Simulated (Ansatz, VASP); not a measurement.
**One calculation of InP, two programs**

```
CELL_PARAMETERS angstrom
0.00000 2.95310 2.95310
2.95310 0.00000 2.95310
2.95310 2.95310 0.00000
ATOMIC_POSITIONS crystal
In 0.00000 0.00000 0.00000
P 0.25000 0.25000 0.25000
```

Alike in both runs: task single point; functional PBE0; k mesh 6 × 6 × 6; occupations gaussian, width 0.02 eV; no spin polarisation.

```csv
,VASP,Ansatz
version,VASP 6.6.1,Ansatz 0.2.0
potentials or method,"VASP PAW PBE potentials, release 64 (In_d, P), cutoff 400 eV","scalar-relativistic, plane waves, PAW"
valence electrons in the cell,18,18
```

|  | VASP | Ansatz | Ansatz less VASP |
| --- | --- | --- | --- |
| gap on the k mesh at the Fermi level (eV) | 1.99 | 1.97 | -0.026 |
| least direct gap on the mesh (eV) | 1.99 | 1.97 | -0.026 |
| pressure (GPa) | -0.6 | -0.4 | +0.20 |

Ansatz's warnings: stress exchange threshold loose, stress scf threshold loose.
